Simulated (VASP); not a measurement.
# BeS (I-4m2) in VASP: further runs

Runs on BeS. Level: LDA. Tasks: single point.

Program: VASP 6.6.1. These are calculated values, not measurements. Logs are shortened: lines on timing, memory, paths and dates and some standing lists are left out, and cuts for length are marked.

### 1 The cell of the first run

It takes space group I-4m2 (No. 119, tetragonal). Conventional cell: a = 3.358 Å, b = 3.358 Å, c = 4.835 Å, α = 90.00°, β = 90.00°, γ = 90.00°. Be (site symmetry -4m2) has 4 S at 2.07 Å within 2.7 Å. Within 2.7 Å of S (site symmetry -4m2) lie 4 Be at 2.07 Å.

### 2 Single point, LDA (film at in-plane strain -0.01)

INCAR

```
ALGO = Normal ; EDIFF = 1E-6
ENCUT = 520 ; ISIF = 2
ISMEAR = 0 ; LASPH = True
LCHARG = False ; LREAL = False
LWAVE = False ; NBANDS = 11
NELM = 60 ; PREC = Accurate
SIGMA = 0.01
```

KPOINTS

```
k-points
0
Gamma
  8 8 8
```

POSCAR

```
BeS
1.0
    2.3741863783      2.3741863783      0.0000000000
   -2.3741863783      2.3741863783      0.0000000000
    0.0000000000      2.3741863783      2.4176143978
Be S
1 1
Direct
    0.0000000000      0.0000000000      0.0000000000
    0.7500000000      0.2500000000      0.5000000000
```

Potentials or basis: VASP PAW LDA potentials, release 64 (Be, S).

The run is started by

```sh
$ cat potpaw_LDA.64/Be/POTCAR potpaw_LDA.64/S/POTCAR > POTCAR
$ mpirun -np 1 vasp_std > vasp.out
```

OUTCAR:

```text
EDIFF = 1E-6
   ENCUT = 520
   ISIF = 2
   ISMEAR = 0
   LASPH = True
   LREAL = False
   NELM = 60
   PREC = Accurate

 ion  position               nearest neighbor table
   1  0.000  0.000  0.000-   2 2.07   2 2.07   2 2.07   2 2.07
   2  0.750  0.250  0.500-   1 2.07   1 2.07   1 2.07   1 2.07

  LATTYP: Found a body centered tetragonal cell.
 ALAT       =     3.3576065758
 C/A-ratio  =     1.4400820008

  Lattice vectors:

 A1 = (   2.3741863783,   0.0000000000,  -2.4176143978)
 A2 = (  -2.3741863783,   0.0000000000,  -2.4176143978)
 A3 = (   0.0000000000,   2.3741863783,   2.4176143978)

Analysis of symmetry for initial positions (statically):
=====================================================================
 Subroutine PRICEL returns:
 Original cell was already a primitive cell.

 Routine SETGRP: Setting up the symmetry group for a
 body centered tetragonal supercell.

 Subroutine GETGRP returns: Found  8 space group operations
 (whereof  8 operations were pure point group operations)
 out of a pool of 16 trial point group operations.

The static configuration has the point symmetry D_2d.

Analysis of symmetry for dynamics (positions and initial velocities):
=====================================================================
 Subroutine PRICEL returns:
 Original cell was already a primitive cell.

 Routine SETGRP: Setting up the symmetry group for a
 body centered tetragonal supercell.

 Subroutine GETGRP returns: Found  8 space group operations
 (whereof  8 operations were pure point group operations)
 out of a pool of 16 trial point group operations.

The dynamic configuration has the point symmetry D_2d.

 Subroutine INISYM returns: Found  8 space group operations
 (whereof  8 operations are pure point group operations),
 and found     1 'primitive' translations

----------------------------------------------------------------------------------------

                                     Primitive cell

  volume of cell :      27.2550

  direct lattice vectors                    reciprocal lattice vectors
     2.374186378  2.374186378  0.000000000     0.210598462  0.210598462 -0.206815446
    -2.374186378  2.374186378  0.000000000    -0.210598462  0.210598462 -0.206815446
     0.000000000  2.374186378  2.417614398     0.000000000  0.000000000  0.413630892

  length of vectors
     3.357606576  3.357606576  3.388453974     0.362596267  0.362596267  0.413630892

  position of ions in fractional coordinates (direct lattice)
     0.000000000  0.000000000  0.000000000
     0.750000000  0.250000000  0.500000000
[... 81 lines left out ...]
   IBRION =     -1    ionic relax: 0-MD 1-quasi-New 2-CG
   NFREE  =      0    steps in history (QN), initial steepest desc. (CG)
   ISIF   =      2    stress and relaxation
   ISYM   =      2    0-nonsym 1-usesym 2-fastsym
   POTIM  = 0.5000    time-step for ionic-motion
   TEBEG  =    0.0;   TEEND  =   0.0 temperature during run
   PSTRESS=    0.0 pullay stress
   NELECT =       8.0000    total number of electrons
   NUPDOWN=      -1.0000    fix difference up-down
   EMIN   =  10.00;   EMAX   =-10.00  energy-range for DOS
   EFERMI =   0.00;   METHOD = LEGACY
   ISMEAR =     0;   SIGMA  =   0.01  broadening in eV -4-tet -1-fermi 0-gaus
   EFERMI_NEDOS =   21; number of points for ismear=-14 and -15
   IALGO  =     38    algorithm
   IMIX   =      4    mixing-type and parameters
     AMIX     =   0.40;   BMIX     =  1.00
     AMIX_MAG =   1.60;   BMIX_MAG =  1.00
  volume/ion in A,a.u.               =      13.63        91.96
  Fermi-wavevector in a.u.,A,eV,Ry     =   1.087984  2.055992 16.105349  1.183710
  Thomas-Fermi vector in A             =   2.224156
   LORBIT       =      0    0 simple, 1 ext, 2 COOP (PROOUT), +10 PAW based schemes
   GGA     = CA    functional components
   LHFCALC =     F    Hartree Fock is set to
   AEXX    =    0.0000 exact exchange contribution
   IVDW    =     0    specifies the selected vdW correction
   LEPSILON=     F    determine dielectric tensor
   LRPA    =     F    only Hartree local field effects (RPA)
 non-spin polarized calculation
 Gauss-broadening in eV      SIGMA  =   0.01
  energy-cutoff  :      520.00
  volume of cell :       27.26
 maximum number of plane-waves:       753
 NGX is ok and might be reduce to    28
   NGX = 13   NGY = 13   NGZ = 13

 number of electron       8.0000001 magnetization

 Free energy of the ion-electron system (eV)
  ---------------------------------------------------
  ext. energy  EPLUGINS =         0.00000000
  ---------------------------------------------------
  free energy    TOTEN  =       -11.13896304 eV

  energy without entropy =      -11.13896304  energy(sigma->0) =      -11.13896304

 E-fermi :   4.6653     XC(G=0): -10.1711

 val. band max:        4.5460753807   @ k =   0.0000   0.0000   0.0000
 cond. band min:       7.2653690987   @ k =   0.5000   0.5000   0.0000
 fundamental gap:      2.7192937180
 Fermi energy:         4.6653323491

 k-point     1 :       0.0000    0.0000    0.0000
  band No.  band energies     occupation
      1      -9.4572      2.00000
      2       4.4415      2.00000
      3       4.5461      2.00000
      4       4.5461      2.00000
      5      10.0267      0.00000
      6      10.0267      0.00000
      7      10.0516      0.00000
      8      10.5748      0.00000
      9      17.1968      0.00000
     10      17.6254      0.00000
     11      19.4758      0.00000
[... 309 lines left out ...]
 k-point    24 :       0.3750    0.0000    0.1250
  band No.  band energies     occupation
      1      -8.3649      2.00000
      2       0.3495      2.00000
      3       2.5572      2.00000
      4       3.9138      2.00000
      5      10.6565      0.00000
      6      11.2368      0.00000
      7      11.4003      0.00000
      8      13.8021      0.00000
      9      15.4905      0.00000
     10      18.6005      0.00000
     11      19.7723      0.00000

 [... further k-points ...]
[... 5 lines left out ...]
  --------------------------------------------------------------------------------------
  -------------------------------------------------------------------------------------
  Total        0.3254973      0.3254973      0.0063247      0.0000000      0.0000000      0.0000000
  in kB       19.1342453     19.1342453      0.3717936      0.0000000      0.0000000      0.0000000
  external PRESSURE =      12.8800947 kB  Pullay stress =       0.0000000 kB

 VOLUME and BASIS-vectors are now :
 -----------------------------------------------------------------------------
  energy-cutoff  :      520.00
  volume of cell :       27.26
      direct lattice vectors                 reciprocal lattice vectors
     2.374186378  2.374186378  0.000000000     0.210598462  0.210598462 -0.206815446
    -2.374186378  2.374186378  0.000000000    -0.210598462  0.210598462 -0.206815446
     0.000000000  2.374186378  2.417614398     0.000000000  0.000000000  0.413630892

 POSITION                                       TOTAL-FORCE (eV/Angst)
 -----------------------------------------------------------------------------------
      0.00000      0.00000      0.00000         0.000000      0.000000      0.000000
      1.18709      3.56128      1.20881        -0.000000     -0.000000      0.000000
 -----------------------------------------------------------------------------------
    total drift:                               -0.000000      0.000000     -0.000000

  FREE ENERGIE OF THE ION-ELECTRON SYSTEM (eV)
  ---------------------------------------------------
  free  energy   TOTEN  =       -11.1389630441 eV

  energy  without entropy=      -11.1389630441  energy(sigma->0) =      -11.13896304
```

OSZICAR:

```text
N       E                     dE             d eps       ncg     rms          rms(c)
DAV:   1     0.173830623189E+02    0.17383E+02   -0.39035E+03  1306   0.632E+02
DAV:   2    -0.103261647287E+02   -0.27709E+02   -0.26632E+02  1728   0.111E+02
DAV:   3    -0.114048329943E+02   -0.10787E+01   -0.10765E+01  1680   0.218E+01
DAV:   4    -0.114105793222E+02   -0.57463E-02   -0.57456E-02  1560   0.180E+00
DAV:   5    -0.114106199140E+02   -0.40592E-04   -0.40591E-04  1603   0.152E-01    0.610E+00
DAV:   6    -0.112153123915E+02    0.19531E+00   -0.13193E-01  1483   0.168E+00    0.400E+00
DAV:   7    -0.111392424823E+02    0.76070E-01   -0.16435E-01  1552   0.192E+00    0.801E-01
DAV:   8    -0.111390030143E+02    0.23947E-03   -0.69246E-03  1537   0.476E-01    0.178E-01
DAV:   9    -0.111389633927E+02    0.39622E-04   -0.25833E-04  1591   0.102E-01    0.704E-02
DAV:  10    -0.111389618400E+02    0.15527E-05   -0.23817E-05  1554   0.232E-02    0.177E-02
DAV:  11    -0.111389630559E+02   -0.12160E-05   -0.31480E-06  1520   0.105E-02    0.791E-03
DAV:  12    -0.111389630441E+02    0.11809E-07   -0.72470E-08   742   0.187E-03
   1 F= -.11138963E+02 E0= -.11138963E+02  d E =-.377416E-66
```

stdout:

```text
POSCAR found type information on POSCAR BeS
 POSCAR found :  2 types and       2 ions
 scaLAPACK will be used
 LDA part: xc-table for (Slater(with rela. corr.)+CA(PZ))
 , standard interpolation
 POSCAR, INCAR and KPOINTS ok, starting setup
 FFT: planning ... GRIDC
 FFT: planning ... GRID_SOFT
 FFT: planning ... GRID
 WAVECAR not read
 entering main loop
```

Run time: 18 s. Hardware: 1 thread of Intel Xeon Platinum 8259CL at 2.50GHz (Skylake/Cascade Lake), shared host; peak memory 0.14 GiB.

Results:

- Free energy: -11.1390 eV
- Pressure: 1.3 GPa
- Band gap on the k mesh: 2.72 eV, indirect (least direct gap 5.48 eV)

Caveat: the cell differs from its parent crystal (film at in-plane strain -0.01). A k mesh can miss the band edges.

### 3 Single point, LDA (in-plane strain -0.005, then relaxed in part)

INCAR

```
ALGO = Normal
EDIFF = 1E-6
ENCUT = 520
GGA = CA
ISIF = 2
ISMEAR = 0
LASPH = T
LCHARG = F
LREAL = F
LWAVE = F
NBANDS = 11
NELM = 60
PREC = Accurate
SIGMA = 0.01
```

KPOINTS is that of step 2.

POSCAR

```
BeS
1.0
    2.3861772186      2.3861772186      0.0000000000
   -2.3861772186      2.3861772186      0.0000000000
    0.0000000000      2.3861772186      2.4079440198
Be S
1 1
Direct
    0.0000000000      0.0000000000      0.0000000000
    0.7500000000      0.2500000000      0.5000000000
```

Potentials or basis: VASP PAW LDA potentials, release 64 (Be, S).

The run is started by

```sh
$ cat potpaw_LDA.64/Be/POTCAR potpaw_LDA.64/S/POTCAR > POTCAR
$ mpirun -np 1 vasp_std > vasp.out
```

Wall time 20 s (1 thread of Intel Xeon Platinum 8259CL at 2.50GHz (Skylake/Cascade Lake), shared host); peak memory 0.14 GiB.

The run converged. Its results:

```yaml
Free_energy: -11.1414 eV
Pressure: 0.6 GPa
Band_gap_on_the_k_mesh: 2.78 eV, indirect (least direct gap 5.50 eV)
```

Stress tensor (GPa, compression positive):
```
0.96 0.00 0.00
0.00 0.96 0.00
0.00 0.00 0.04
```

Levels at points of the mesh, in eV from the valence-band top:
| k point | band 1 | band 2 | band 3 | band 4 | band 5 | band 6 | band 7 | band 8 |
| --- | --- | --- | --- | --- | --- | --- | --- | --- |
| (0.00, 0.00, 0.00) | -13.94 | -0.05 | 0.00 | 0.00 | 5.50 | 5.50 | 5.52 | 5.99 |
| (0.50, 0.00, 0.00) | -12.20 | -6.12 | -1.16 | -1.08 | 5.48 | 6.38 | 6.45 | 11.08 |
| (0.50, 0.50, 0.00) | -11.60 | -5.24 | -2.86 | -2.85 | 2.78 | 4.72 | 12.89 | 12.93 |
| (0.00, 0.00, 0.50) | -11.65 | -5.30 | -2.78 | -2.78 | 2.85 | 4.81 | 12.91 | 12.91 |

Caveat: the cell differs from its parent crystal (in-plane strain -0.005, then relaxed in part). A k mesh can miss the band edges.
